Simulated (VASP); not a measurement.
# Al2O3 (R-3c) in VASP: vibrations by perturbation theory with PBE

Aim: the vibrations by perturbation theory of Al2O3 with PBE.

Program: VASP 6.6.1. These are calculated values, not measurements. Logs are shortened: lines on timing, memory, paths and dates and some standing lists are left out, and cuts for length are marked.

### 1 The cell of the first run

It takes space group R-3c (No. 167, trigonal). Conventional cell: a = 4.760 Å, b = 4.760 Å, c = 12.996 Å, α = 90.00°, β = 90.00°, γ = 120.00°. Within 2.5 Å of Al (site symmetry 3) lie 6 O at 1.86 to 1.97 Å. O (site symmetry 2) has 4 Al at 1.86 to 1.97 Å within 2.5 Å.

### 2 Vibrations by perturbation theory, PBE

INCAR reads:

```
SYSTEM = Al2O3
ALGO = Normal
EDIFF = 1E-8
ENCUT = 520
GGA = PE
IBRION = 8
ISIF = 2
ISMEAR = 0
LASPH = .TRUE.
LCHARG = .TRUE.
LEPSILON = .TRUE.
LREAL = .FALSE.
LUSENCCL = .FALSE.
LWAVE = .FALSE.
NBANDS = 35
NELM = 80
NSW = 1
PREC = Accurate
SIGMA = 0.01
```

KPOINTS reads:

```
k-points
0
G
  5 5 5
  0 0 0
```

POSCAR reads:

```
Al2O3
1.0
    2.3802500000      1.3742379782      4.3318666667
   -2.3802500000      1.3742379782      4.3318666667
    0.0000000000     -2.7484759565      4.3318666667
Al O
4 6
Direct
    0.3520487209      0.3520487209      0.3520487209
    0.1479512791      0.1479512791      0.1479512791
    0.6479512791      0.6479512791      0.6479512791
    0.8520487209      0.8520487209      0.8520487209
    0.5564903438      0.9435096562      0.2500000000
    0.2500000000      0.5564903438      0.9435096562
    0.9435096562      0.2500000000      0.5564903438
    0.4435096562      0.0564903438      0.7500000000
    0.7500000000      0.4435096562      0.0564903438
    0.0564903438      0.7500000000      0.4435096562
```

Potentials or basis: VASP PAW PBE potentials, release 64 (Al, O).

Command:

```bash
cat potpaw_PBE.64/Al/POTCAR potpaw_PBE.64/O/POTCAR > POTCAR
mpirun -np 1 vasp_std > vasp.out
```

OUTCAR:

```text
SYSTEM = Al2O3
   EDIFF = 1E-8
   ENCUT = 520
   GGA = PE
   IBRION = 8
   ISIF = 2
   ISMEAR = 0
   LASPH = .TRUE.
   LEPSILON = .TRUE.
   LREAL = .FALSE.
   NELM = 80
   NSW = 1
   PREC = Accurate

 ion  position               nearest neighbor table
   1  0.352  0.352  0.352-   9 1.86  10 1.86   8 1.86   7 1.97   5 1.97   6 1.97   2 2.65   3 2.79
                             3 2.79   3 2.79   2 3.22   2 3.22   2 3.22
   2  0.148  0.148  0.148-  10 1.86   9 1.86   8 1.86   6 1.97   5 1.97   7 1.97   1 2.65   4 2.79
                             4 2.79   4 2.79   1 3.22   1 3.22   1 3.22
   3  0.648  0.648  0.648-   6 1.86   7 1.86   5 1.86  10 1.97   8 1.97   9 1.97   4 2.65   1 2.79
                             1 2.79   1 2.79   4 3.22   4 3.22   4 3.22
   4  0.852  0.852  0.852-   7 1.86   6 1.86   5 1.86   9 1.97   8 1.97  10 1.97   3 2.65   2 2.79
                             2 2.79   2 2.79   3 3.22   3 3.22   3 3.22
   5  0.556  0.944  0.250-   3 1.86   4 1.86   1 1.97   2 1.97
   6  0.250  0.556  0.944-   3 1.86   4 1.86   2 1.97   1 1.97
   7  0.944  0.250  0.556-   4 1.86   3 1.86   1 1.97   2 1.97
   8  0.444  0.056  0.750-   1 1.86   2 1.86   3 1.97   4 1.97
   9  0.750  0.444  0.056-   1 1.86   2 1.86   4 1.97   3 1.97
  10  0.056  0.750  0.444-   2 1.86   1 1.86   3 1.97   4 1.97

  LATTYP: Found a trigonal (rhomboedric) cell.
 ALAT       =     5.1302230849
 COS(alpha) =     0.5694707703

  Lattice vectors:

 A1 = (   2.3802500000,   1.3742379782,   4.3318666667)
 A2 = (  -2.3802500000,   1.3742379782,   4.3318666667)
[... 1101 lines left out ...]
  3Y    -0.000305    5.104571    0.000000   -2.250187    2.335717   -0.000000   -0.000121  -20.000700    0.000000    1.273784   -0.420211   -0.000000   -1.542488    3.546351   -2.056190    1.544877    4.363379    2.126877    0.708762    1.281128   -0.070688    0.373470    1.364364   -0.091566    0.033667    0.965960   -0.038870   -0.141459    1.459440    0.130437
  3Z     0.000000    0.000000   -4.610143    0.000000   -0.000000    4.952956   -0.000000    0.000000  -18.540425   -0.000000   -0.000000    8.695896    1.340015   -1.764233    2.100299    0.857863    2.042604    2.100299   -2.197878   -0.278371    2.100299   -0.104763   -0.084958    1.066940    0.125957   -0.048248    1.066940   -0.021195    0.133206    1.066940
  4X     2.335717   -2.250187    0.000000    5.104571   -0.000305    0.000000   -0.420211    1.273784    0.000000  -20.000700   -0.000121    0.000000    2.580888    2.016589   -1.268765    4.846111   -0.234661    2.415095    1.763860   -1.070776   -1.146330    1.162146   -0.196351    0.097749    1.067070    0.318578    0.030424    1.560550    0.143451   -0.128174
  4Y     2.250187    2.335717   -0.000000    0.000305    5.104571    0.000000   -1.273784   -0.420211   -0.000000    0.000121  -20.000700    0.000000    1.542488    3.546351   -2.056190   -0.708762    1.281128   -0.070688   -1.544877    4.363379    2.126877   -0.373470    1.364364   -0.091566    0.141459    1.459440    0.130437   -0.033667    0.965960   -0.038870
  4Z    -0.000000   -0.000000    4.952956   -0.000000    0.000000   -4.610143    0.000000   -0.000000    8.695896    0.000000    0.000000  -18.540425   -1.340015   -1.764233    2.100299    2.197878   -0.278371    2.100299   -0.857863    2.042604    2.100299    0.104763   -0.084958    1.066940    0.021195    0.133206    1.066940   -0.125957   -0.048248    1.066940
  5X     1.165612    0.374498   -0.107750    1.165612   -0.374498    0.107750    2.582213   -1.544770    1.338085    2.582213    1.544770   -1.338085  -18.212396    0.000000    0.000000    4.648182   -1.342710    0.301943    4.648182    1.342710   -0.301943   -0.296820    0.000000    0.000000    0.858602   -0.291918   -1.854887    0.858602    0.291918    1.854887
  5Y     0.195514    1.363002   -0.083336   -0.195514    1.363002   -0.083336   -2.015460    3.546510   -1.764194    2.015460    3.546510   -1.764194    0.000000  -18.911209    5.960901   -1.524361    2.988102   -0.146263    1.524361    2.988102   -0.146263    0.000000    2.098436   -3.664565   -0.316157    0.508773    0.845625    0.316157    0.508773    0.845625
  5Z    -0.098649   -0.088695    1.065628    0.098649   -0.088695    1.065628    1.268928   -2.055177    2.105099   -1.268928   -2.055177    2.105099    0.000000    5.958551  -15.827106    0.277491   -0.186737   -0.520305   -0.277491   -0.186737   -0.520305    0.000000   -3.664859    4.595449   -1.659791    1.183762    2.965406    1.659791    1.183762    2.965406
  6X     1.560477    0.032461    0.126046    1.066831    0.138484    0.018296    1.763811    1.542955    0.858794    4.847060   -0.707849    2.196879    4.644600   -1.526429    0.277639  -18.736506   -0.302595   -5.162291    2.161644    0.088758   -0.024304    0.859534   -0.315618   -1.659776    1.499622    1.037176    3.173606    0.332926    0.012658    0.195111
  6Y    -0.146522    0.968136   -0.051646    0.317467    1.461782    0.134982    1.072265    4.364912    2.040912   -0.237160    1.281663   -0.276718   -1.344778    2.991684   -0.188359   -0.302595  -18.387099   -2.980450   -0.092893    5.474640    0.334622   -0.291380    0.507840    1.183567    1.037176    0.301994    1.832282   -0.011581    1.034449   -2.029192
  6Z     0.126136   -0.041085    1.065628    0.027487    0.129780    1.065628    1.145371    2.126512    2.105099    2.414299   -0.071335    2.105099    0.300464   -0.146945   -0.520305   -5.160257   -2.979275  -15.827106    0.022974    0.333682   -0.520305   -1.855063    0.845540    2.965406    3.173861    1.832429    4.595449   -0.195273   -2.029302    2.965406
  7X     1.066831   -0.138484   -0.018296    1.560477   -0.032461   -0.126046    4.847060    0.707849   -2.196879    1.763811   -1.542955   -0.858794    4.644600    1.526429   -0.277639    2.161644   -0.088758    0.024304  -18.736506    0.302595    5.162291    0.859534    0.315618    1.659776    0.332926   -0.012658   -0.195111    1.499622   -1.037176   -3.173606
  7Y    -0.317467    1.461782    0.134982    0.146522    0.968136   -0.051646    0.237160    1.281663   -0.276718   -1.072265    4.364912    2.040912    1.344778    2.991684   -0.188359    0.092893    5.474640    0.334622    0.302595  -18.387099   -2.980450    0.291380    0.507840    1.183567    0.011581    1.034449   -2.029192   -1.037176    0.301994    1.832282
  7Z    -0.027487    0.129780    1.065628   -0.126136   -0.041085    1.065628   -2.414299   -0.071335    2.105099   -1.145371    2.126512    2.105099   -0.300464   -0.146945   -0.520305   -0.022974    0.333682   -0.520305    5.160257   -2.979275  -15.827106    1.855063    0.845540    2.965406    0.195273   -2.029302    2.965406   -3.173861    1.832429    4.595449
  8X     2.582213   -1.544770    1.338085    2.582213    1.544770   -1.338085    1.165612    0.374498   -0.107750    1.165612   -0.374498    0.107750   -0.296820    0.000000    0.000000    0.858602   -0.291918   -1.854887    0.858602    0.291918    1.854887  -18.212396    0.000000    0.000000    4.648182   -1.342710    0.301943    4.648182    1.342710   -0.301943
  8Y    -2.015460    3.546510   -1.764194    2.015460    3.546510   -1.764194    0.195514    1.363002   -0.083336   -0.195514    1.363002   -0.083336    0.000000    2.098436   -3.664565   -0.316157    0.508773    0.845625    0.316157    0.508773    0.845625    0.000000  -18.911209    5.960901   -1.524361    2.988102   -0.146263    1.524361    2.988102   -0.146263
  8Z     1.268928   -2.055177    2.105099   -1.268928   -2.055177    2.105099   -0.098649   -0.088695    1.065628    0.098649   -0.088695    1.065628    0.000000   -3.664859    4.595449   -1.659791    1.183762    2.965406    1.659791    1.183762    2.965406    0.000000    5.958551  -15.827106    0.277491   -0.186737   -0.520305   -0.277491   -0.186737   -0.520305
  9X     1.763811    1.542955    0.858794    4.847060   -0.707849    2.196879    1.560477    0.032461    0.126046    1.066831    0.138484    0.018296    0.859534   -0.315618   -1.659776    1.499622    1.037176    3.173606    0.332926    0.012658    0.195111    4.644600   -1.526429    0.277639  -18.736506   -0.302595   -5.162291    2.161644    0.088758   -0.024304
  9Y     1.072265    4.364912    2.040912   -0.237160    1.281663   -0.276718   -0.146522    0.968136   -0.051646    0.317467    1.461782    0.134982   -0.291380    0.507840    1.183567    1.037176    0.301994    1.832282   -0.011581    1.034449   -2.029192   -1.344778    2.991684   -0.188359   -0.302595  -18.387099   -2.980450   -0.092893    5.474640    0.334622
  9Z     1.145371    2.126512    2.105099    2.414299   -0.071335    2.105099    0.126136   -0.041085    1.065628    0.027487    0.129780    1.065628   -1.855063    0.845540    2.965406    3.173861    1.832429    4.595449   -0.195273   -2.029302    2.965406    0.300464   -0.146945   -0.520305   -5.160257   -2.979275  -15.827106    0.022974    0.333682   -0.520305
 10X     4.847060    0.707849   -2.196879    1.763811   -1.542955   -0.858794    1.066831   -0.138484   -0.018296    1.560477   -0.032461   -0.126046    0.859534    0.315618    1.659776    0.332926   -0.012658   -0.195111    1.499622   -1.037176   -3.173606    4.644600    1.526429   -0.277639    2.161644   -0.088758    0.024304  -18.736506    0.302595    5.162291
 10Y     0.237160    1.281663   -0.276718   -1.072265    4.364912    2.040912   -0.317467    1.461782    0.134982    0.146522    0.968136   -0.051646    0.291380    0.507840    1.183567    0.011581    1.034449   -2.029192   -1.037176    0.301994    1.832282    1.344778    2.991684   -0.188359    0.092893    5.474640    0.334622    0.302595  -18.387099   -2.980450
 10Z    -2.414299   -0.071335    2.105099   -1.145371    2.126512    2.105099   -0.027487    0.129780    1.065628   -0.126136   -0.041085    1.065628    1.855063    0.845540    2.965406    0.195273   -2.029302    2.965406   -3.173861    1.832429    4.595449   -0.300464   -0.146945   -0.520305   -0.022974    0.333682   -0.520305    5.160257   -2.979275  -15.827106

 Eigenvectors and eigenvalues of the dynamical matrix
   1 f  =   22.493402 THz   141.330215 2PiTHz  750.299140 cm-1    93.025196 meV
   2 f  =   22.493402 THz   141.330215 2PiTHz  750.299140 cm-1    93.025196 meV
   3 f  =   22.462926 THz   141.138727 2PiTHz  749.282563 cm-1    92.899156 meV
   4 f  =   20.591441 THz   129.379842 2PiTHz  686.856552 cm-1    85.159321 meV
   5 f  =   19.175515 THz   120.483312 2PiTHz  639.626319 cm-1    79.303521 meV
   6 f  =   18.920405 THz   118.880414 2PiTHz  631.116794 cm-1    78.248474 meV
[... 19 lines left out ...]
  26 f  =   11.074577 THz    69.583622 2PiTHz  369.408140 cm-1    45.800751 meV
  27 f  =    9.084353 THz    57.078674 2PiTHz  303.021400 cm-1    37.569849 meV
  28 f/i=    0.004853 THz     0.030490 2PiTHz    0.161867 cm-1     0.020069 meV
  29 f/i=    0.004853 THz     0.030490 2PiTHz    0.161867 cm-1     0.020069 meV
  30 f/i=    0.005466 THz     0.034346 2PiTHz    0.182337 cm-1     0.022607 meV

 MACROSCOPIC STATIC DIELECTRIC TENSOR IONIC CONTRIBUTION
 ------------------------------------------------------
           6.119716     0.000000    -0.000000
           0.000000     6.119716    -0.000000
          -0.000000    -0.000000     8.240631
 ------------------------------------------------------

 ELASTIC MODULI CONTR FROM IONIC RELAXATION (kBar)
 Direction    XX          YY          ZZ          XY          YZ          ZX
 --------------------------------------------------------------------------------
 XX        -392.5174    172.2297    146.3838     -0.0000    120.7055      0.0000
 YY         172.2297   -392.5174    146.3838     -0.0000   -120.7055     -0.0000
 ZZ         146.3838    146.3838   -212.7303      0.0000      0.0000      0.0000
 XY          -0.0000      0.0000      0.0000   -282.3837     -0.0000    119.7155
 YZ         120.7055   -120.7055      0.0000      0.0000   -154.9295     -0.0000
 ZX           0.0000     -0.0000      0.0000    119.7155     -0.0000   -153.2434
 --------------------------------------------------------------------------------

 PIEZOELECTRIC TENSOR IONIC CONTR  for field in x, y, z        (C/m^2)
          XX          YY          ZZ          XY          YZ          ZX
  --------------------------------------------------------------------------------
  x    -0.00000     0.00000     0.00000     0.00000    -0.00000    -0.00000
  y     0.00000    -0.00000     0.00000     0.00000     0.00000     0.00000
  z    -0.00000     0.00000    -0.00000    -0.00000    -0.00000     0.00000
```

Run time: 16 min. Hardware: 1 × NVIDIA H100 80GB with 1 thread of Intel Xeon Platinum 8481C at 2.70GHz (Sapphire Rapids), shared host; peak memory 1.6 GiB.

Results:

| Quantity | Value |
| --- | --- |
| Electronic dielectric tensor (diagonal) | 3.24, 3.24, 3.20 |
| Born charges (mean of the diagonal) | Al +2.95; O -1.97 e |
| Highest phonon frequency at Γ, LO-TO splitting left out | 750 cm⁻¹ |

Phonon frequencies in cm⁻¹ (negative: imaginary):
```
              q point                                                                                                        frequencies
(0.000, 0.000, 0.000)  0 0 0 303 369 369 382 382 388 411 428 428 433 433 441 441 528 572 572 572 572 587 596 631 631 640 687 749 750 750
```

Electronic dielectric tensor:
```
3.24 0.00 0.00
0.00 3.24 0.00
0.00 0.00 3.20
```

Born effective charge tensors (e):
atom 1, Al
```
 2.96 -0.03  0.00
 0.03  2.96  0.00
 0.00  0.00  2.93
```
atom 2, Al
```
 2.96  0.03  0.00
-0.03  2.96  0.00
 0.00  0.00  2.93
```
atom 3, Al
```
 2.96 -0.03  0.00
 0.03  2.96  0.00
 0.00  0.00  2.93
```
atom 4, Al
```
 2.96  0.03  0.00
-0.03  2.96  0.00
 0.00  0.00  2.93
```
atom 5, O
```
-2.07  0.00  0.00
 0.00 -1.88  0.26
 0.00  0.35 -1.96
```
atom 6, O
```
-1.93  0.09 -0.22
 0.09 -2.02 -0.13
-0.30 -0.18 -1.96
```
atom 7, O
```
-1.93 -0.09  0.22
-0.09 -2.02 -0.13
 0.30 -0.18 -1.96
```
atom 8, O
```
-2.07  0.00  0.00
 0.00 -1.88  0.26
 0.00  0.35 -1.96
```
atom 9, O
```
-1.93  0.09 -0.22
 0.09 -2.02 -0.13
-0.30 -0.18 -1.96
```
atom 10, O
```
-1.93 -0.09  0.22
-0.09 -2.02 -0.13
 0.30 -0.18 -1.96
```

Caveat: the cell wasn't relaxed at this level first, which shifts response properties.
